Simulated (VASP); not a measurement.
# HgTe (F-43m) in VASP: further runs

Runs on HgTe. Level: LDA. Tasks: vibrations by perturbation theory, elastic constants.

Everything below comes from runs of VASP 6.6.1. Logs are shortened: lines on timing, memory, paths and dates and some standing lists are left out, and cuts for length are marked.

### Step 1. The cell of the first run

The structure is cubic, space group F-43m (No. 216). The conventional cell has a = 6.436 Å, b = 6.436 Å, c = 6.436 Å, α = 90.00°, β = 90.00°, γ = 90.00°. Within 3.7 Å of Hg (site symmetry -43m) lie 4 Te at 2.79 Å. Within 3.7 Å of Te (site symmetry -43m) lie 4 Hg at 2.79 Å.

### Step 2. Vibrations by perturbation theory, LDA

Input file INCAR:

```
SYSTEM = HgTe
ALGO     = Normal         ! electronic algorithm
EDIFF    = 1E-8           ! SCF threshold, eV
ENCUT    = 500            ! plane-wave cutoff, eV
GGA_COMPAT= .False.      
IBRION   = 8              ! ionic algorithm
ISIF     = 2              ! what is computed and relaxed
ISMEAR   = -1             ! smearing method
LASPH    = .True.         ! aspherical terms in the spheres
LCHARG   = .False.        ! write CHGCAR
LREAL    = .False.        ! projectors in reciprocal space
LWAVE    = .False.        ! write WAVECAR
NBANDS   = 16             ! bands
NELM     = 120            ! most SCF steps
NSW      = 1              ! ionic steps
PREC     = Accurate       ! precision mode
SIGMA    = 0.15           ! smearing width, eV
```

Input file KPOINTS:

```
k-points
0
Gamma
  12 12 12
  0 0 0
```

Input file POSCAR:

```
HgTe
1.0
    0.0000000000      3.2177784144      3.2177784144
    3.2177784144      0.0000000000      3.2177784144
    3.2177784144      3.2177784144      0.0000000000
Hg Te
1 1
Direct
    0.0000000000      0.0000000000      0.0000000000
    0.7500000000      0.7500000000      0.7500000000
```

Potentials or basis: VASP PAW LDA potentials, release 64 (Hg, Te).

On the command line:

```sh
cat potpaw_LDA.64/Hg/POTCAR potpaw_LDA.64/Te/POTCAR > POTCAR
mpirun -np 1 vasp_std > vasp.out
```

OUTCAR:

```text
SYSTEM = HgTe
   EDIFF = 1E-8
   ENCUT = 500
   IBRION = 8
   ISIF = 2
   ISMEAR = -1
   LASPH = .True.
   LREAL = .False.
   NELM = 120
   NSW = 1
   PREC = Accurate

 ion  position               nearest neighbor table
   1  0.000  0.000  0.000-   2 2.79   2 2.79   2 2.79   2 2.79
   2  0.750  0.750  0.750-   1 2.79   1 2.79   1 2.79   1 2.79

  LATTYP: Found a face centered cubic cell.
 ALAT       =     6.4355568288

  Lattice vectors:

 A1 = (   0.0000000000,   3.2177784144,   3.2177784144)
 A2 = (   3.2177784144,   0.0000000000,   3.2177784144)
 A3 = (   3.2177784144,   3.2177784144,   0.0000000000)

Analysis of symmetry for initial positions (statically):
=====================================================================
 Subroutine PRICEL returns:
 Original cell was already a primitive cell.

 Routine SETGRP: Setting up the symmetry group for a
 face centered cubic supercell.

 Subroutine GETGRP returns: Found 24 space group operations
 (whereof 24 operations were pure point group operations)
 out of a pool of 48 trial point group operations.

The static configuration has the point symmetry T_d .

Analysis of symmetry for dynamics (positions and initial velocities):
=====================================================================
 Subroutine PRICEL returns:
 Original cell was already a primitive cell.

 Routine SETGRP: Setting up the symmetry group for a
 face centered cubic supercell.

 Subroutine GETGRP returns: Found 24 space group operations
 (whereof 24 operations were pure point group operations)
 out of a pool of 48 trial point group operations.

The dynamic configuration has the point symmetry T_d .

 Subroutine INISYM returns: Found 24 space group operations
 (whereof 24 operations are pure point group operations),
 and found     1 'primitive' translations

----------------------------------------------------------------------------------------

                                     Primitive cell

  volume of cell :      66.6344

  direct lattice vectors                    reciprocal lattice vectors
     0.000000000  3.217778414  3.217778414    -0.155386710  0.155386710  0.155386710
     3.217778414  0.000000000  3.217778414     0.155386710 -0.155386710  0.155386710
     3.217778414  3.217778414  0.000000000     0.155386710  0.155386710 -0.155386710

  length of vectors
     4.550625874  4.550625874  4.550625874     0.269137676  0.269137676  0.269137676

  position of ions in fractional coordinates (direct lattice)
     0.000000000  0.000000000  0.000000000
     0.750000000  0.750000000  0.750000000

  ion indices of the primitive-cell ions
   primitive index   ion index
                 1           1
                 2           2

----------------------------------------------------------------------------------------

 KPOINTS: k-points

Automatic generation of k-mesh.
 Grid dimensions read from file:
 generate k-points for:   12   12   12

 Generating k-lattice:

  Cartesian coordinates                     Fractional coordinates (reciprocal lattice)
    -0.012948892  0.012948892  0.012948892     0.083333333  0.000000000  0.000000000
     0.012948892 -0.012948892  0.012948892     0.000000000  0.083333333  0.000000000
     0.012948892  0.012948892 -0.012948892     0.000000000  0.000000000  0.083333333

  Length of vectors
     0.022428140  0.022428140  0.022428140

  Shift w.r.t. Gamma in fractional coordinates (k-lattice)
     0.000000000  0.000000000  0.000000000

 Subroutine IBZKPT returns following result:
 ===========================================

 Found     72 irreducible k-points:

 Following reciprocal coordinates:
            Coordinates               Weight
  0.000000  0.000000  0.000000      1.000000
  0.083333  0.000000  0.000000      8.000000
  0.166667  0.000000  0.000000      8.000000
  0.250000  0.000000  0.000000      8.000000
  0.333333  0.000000  0.000000      8.000000
  0.416667  0.000000  0.000000      8.000000
[... 16 lines left out ...]
  0.500000  0.166667  0.000000     24.000000
 -0.416667  0.166667  0.000000     24.000000
 [... further k-points ...]
   k-points           NKPTS =     72   k-points in BZ     NKDIM =     72   number of bands    NBANDS=     16
   number of dos      NEDOS =    301   number of ions     NIONS =      2
   total plane-waves  NPLWV =  46656
   dimension x,y,z NGX =    36 NGY =   36 NGZ =   36
   dimension x,y,z NGXF=    72 NGYF=   72 NGZF=   72
   ions per type =               1   1
   NGX,Y,Z   is equivalent  to a cutoff of  13.15, 13.15, 13.15 a.u.
   NGXF,Y,Z  is equivalent  to a cutoff of  26.30, 26.30, 26.30 a.u.
 SYSTEM =  HgTe
   PREC   = accura    normal or accurate (medium, high low for compatibility)
   ISTART =      0    job   : 0-new  1-cont  2-samecut
   ICHARG =      2    charge: 1-file 2-atom 10-const
   ISPIN  =      1    spin polarized calculation?
   LNONCOLLINEAR =      F non collinear calculations
   LSORBIT =      F    spin-orbit coupling
   LASPH  =      T    aspherical Exc in radial PAW
   ENCUT  =  500.0 eV  36.75 Ry    6.06 a.u.   8.30  8.30  8.30*2*pi/ulx,y,z
   NELM   =    120;   NELMIN=  2; NELMDL= -5     # of ELM steps
   EDIFF  = 0.1E-07   stopping-criterion for ELM
   LREAL  =      F    real-space projection
   EDIFFG = 0.1E-06   stopping-criterion for IOM
   NSW    =      1    number of steps for IOM
   IBRION =      8    ionic relax: 0-MD 1-quasi-New 2-CG
   NFREE  =      0    steps in history (QN), initial steepest desc. (CG)
   ISIF   =      2    stress and relaxation
   ISYM   =      2    0-nonsym 1-usesym 2-fastsym
   POTIM  = 0.5000    time-step for ionic-motion
   TEBEG  =    0.0;   TEEND  =   0.0 temperature during run
   PSTRESS=    0.0 pullay stress
   NELECT =      18.0000    total number of electrons
   NUPDOWN=      -1.0000    fix difference up-down
   EMIN   =  10.00;   EMAX   =-10.00  energy-range for DOS
   EFERMI =   0.00;   METHOD = LEGACY
   ISMEAR =    -1;   SIGMA  =   0.15  broadening in eV -4-tet -1-fermi 0-gaus
   EFERMI_NEDOS =   21; number of points for ismear=-14 and -15
   IALGO  =     38    algorithm
   IMIX   =      4    mixing-type and parameters
     AMIX     =   0.40;   BMIX     =  1.00
     AMIX_MAG =   1.60;   BMIX_MAG =  1.00
  volume/ion in A,a.u.               =      33.32       224.84
  Fermi-wavevector in a.u.,A,eV,Ry     =   1.058277  1.999854 15.237860  1.119951
  Thomas-Fermi vector in A             =   2.193581
   LORBIT       =      0    0 simple, 1 ext, 2 COOP (PROOUT), +10 PAW based schemes
   GGA     = CA    functional components
   LHFCALC =     F    Hartree Fock is set to
   AEXX    =    0.0000 exact exchange contribution
   IVDW    =     0    specifies the selected vdW correction
   LEPSILON=     F    determine dielectric tensor
   LRPA    =     F    only Hartree local field effects (RPA)
 non-spin polarized calculation
  energy-cutoff  :      500.00
  volume of cell :       66.63
 maximum number of plane-waves:      1713
 NGX is ok and might be reduce to    36
   NGX = 17   NGY = 17   NGZ = 17

--------------------------------------- Ionic step        1  -------------------------------------------

 number of electron      18.0000000 magnetization

 Free energy of the ion-electron system (eV)
  ---------------------------------------------------
  ext. energy  EPLUGINS =         0.00000000
  ---------------------------------------------------
  free energy    TOTEN  =        -5.04073632 eV

  energy without entropy =       -5.03312383  energy(sigma->0) =       -5.03693008

 E-fermi :   3.2850     XC(G=0):  -9.1583

 val. band max:        3.0438978816   @ k =   0.0000   0.0000   0.0000
 cond. band min:       3.4460871170   @ k =   0.0833   0.0000   0.0000
 fundamental gap:      0.4021892353
 Fermi energy:         3.2850317954

 k-point     1 :       0.0000    0.0000    0.0000
  band No.  band energies     occupation
      1      -9.0935      2.00000
      2      -4.4079      2.00000
      3      -4.4079      2.00000
      4      -4.4079      2.00000
      5      -3.8583      2.00000
      6      -3.8583      2.00000
[... 433 lines left out ...]
      3      -4.2325      2.00000
      4      -3.8790      2.00000
      5      -3.8481      2.00000
      6      -3.5349      2.00000
[... 8 lines left out ...]
     15      12.3080      0.00000
     16      12.4773      0.00000

 [... further k-points ...]

------------------------ aborting loop because EDIFF is reached ----------------------------------------

  FORCE on cell =-STRESS in cart. coord.  units (eV):
  Direction    XX          YY          ZZ          XY          YZ          ZX
  --------------------------------------------------------------------------------------
  -------------------------------------------------------------------------------------
  Total        0.1147824      0.1147824      0.1147824      0.0000000      0.0000000     -0.0000000
  in kB        2.7598637      2.7598637      2.7598637      0.0000000      0.0000000     -0.0000000
  external PRESSURE =       2.7598637 kB  Pullay stress =       0.0000000 kB

 VOLUME and BASIS-vectors are now :
 -----------------------------------------------------------------------------
  energy-cutoff  :      500.00
  volume of cell :       66.63
      direct lattice vectors                 reciprocal lattice vectors
     0.000000000  3.217778414  3.217778414    -0.155386710  0.155386710  0.155386710
     3.217778414  0.000000000  3.217778414     0.155386710 -0.155386710  0.155386710
     3.217778414  3.217778414  0.000000000     0.155386710  0.155386710 -0.155386710

 POSITION                                       TOTAL-FORCE (eV/Angst)
 -----------------------------------------------------------------------------------
      0.00000      0.00000      0.00000         0.000000      0.000000      0.000000
      4.82667      4.82667      4.82667        -0.000000     -0.000000     -0.000000
 -----------------------------------------------------------------------------------
    total drift:                               -0.000000     -0.000000      0.000000

  FREE ENERGIE OF THE ION-ELECTRON SYSTEM (eV)
  ---------------------------------------------------
  free  energy   TOTEN  =        -5.0407363223 eV

  energy  without entropy=       -5.0331238289  energy(sigma->0) =       -5.03693008

[... ionic steps 2 to 3 ...]

--------------------------------------- Ionic step        4  -------------------------------------------

------------------------ aborting loop because EDIFF is reached ----------------------------------------

[... ionic steps 5 to 6 ...]

--------------------------------------- Ionic step        7  -------------------------------------------

 Free energy of the ion-electron system (eV)
  ---------------------------------------------------
  ---------------------------------------------------
  free energy    TOTEN  =        -0.04863691 eV

  energy without entropy =       -0.04863691

------------------------ aborting loop because EDIFF is reached ----------------------------------------

 INTERNAL STRAIN TENSOR  FOR ION    2  DIRECTION 1   (eV/Angst):
 -----------------------------------------------------------------------------
     0.00247  0.00000  0.00000
     0.00000  0.00252  5.55104
     0.00000  5.55104  0.00252

 INTERNAL STRAIN TENSOR FOR ION    2 for displacements in x,y,z  (eV/Angst):
          X           Y           Z          XY          YZ          ZX
  --------------------------------------------------------------------------------
  x    -0.00000    -0.00000    -0.00000     0.00000     5.55104     0.00000
  y     0.00000     0.00000    -0.00000     0.00000     0.00000     5.55104
  z    -0.00000     0.00000    -0.00000     5.55104     0.00000     0.00000

 SECOND DERIVATIVES (NOT SYMMETRIZED)
 ------------------------------------
               1X          1Y          1Z          2X          2Y          2Z
  1X    -4.028039    0.000000    0.000000    4.028039    0.000000    0.000000
  1Y     0.000000   -4.028039    0.000000    0.000000    4.028039    0.000000
  1Z     0.000000    0.000000   -4.028039    0.000000    0.000000    4.028039
  2X     4.026317    0.000000    0.000000   -4.026317    0.000000    0.000000
  2Y     0.000000    4.026317    0.000000    0.000000   -4.026317    0.000000
  2Z     0.000000    0.000000    4.026317    0.000000    0.000000   -4.026317

 Eigenvectors and eigenvalues of the dynamical matrix
 ----------------------------------------------------

   1 f  =    3.552413 THz    22.320472 2PiTHz  118.495757 cm-1    14.691595 meV
             X         Y         Z           dx          dy          dz
      0.000000  0.000000  0.000000     0.000000    0.000000   -0.623619
      4.826668  4.826668  4.826668     0.000000    0.000000    0.781728
[... 21 lines left out ...]
   6 f/i=    0.000370 THz     0.002327 2PiTHz    0.012354 cm-1     0.001532 meV
             X         Y         Z           dx          dy          dz
      0.000000  0.000000  0.000000     0.055755   -0.489163    0.607215
      4.826668  4.826668  4.826668     0.044478   -0.390227    0.484402

--------------------------------------------------------------------------------------------------------

 ELASTIC MODULI CONTR FROM IONIC RELAXATION (kBar)
 Direction    XX          YY          ZZ          XY          YZ          ZX
 --------------------------------------------------------------------------------
 XX          -0.0000      0.0000      0.0000     -0.0000      0.0000     -0.0000
 YY           0.0000     -0.0000     -0.0000     -0.0000     -0.0000      0.0000
 ZZ           0.0000     -0.0000     -0.0000      0.0000     -0.0000      0.0000
 XY          -0.0000     -0.0000      0.0000   -194.7182      0.0000      0.0000
 YZ           0.0000     -0.0000     -0.0000      0.0000   -194.7182      0.0000
 ZX          -0.0000      0.0000      0.0000      0.0000      0.0000   -194.7182
 --------------------------------------------------------------------------------
```

It took 11 min on 1 thread of Intel Xeon Platinum 8259CL at 2.50GHz (Skylake/Cascade Lake), shared host; peak memory 0.7 GiB.

Results:

* Highest phonon frequency at Γ, LO-TO splitting left out: 118 cm⁻¹

Phonon frequencies in cm⁻¹ (negative: imaginary):
```csv
q point,frequencies
"(0.000, 0.000, 0.000)",0 0 0 118 118 118
```

Caveat: spin-orbit coupling is left out, which moves the levels of the heavy elements.

[end of part 1 of 2]
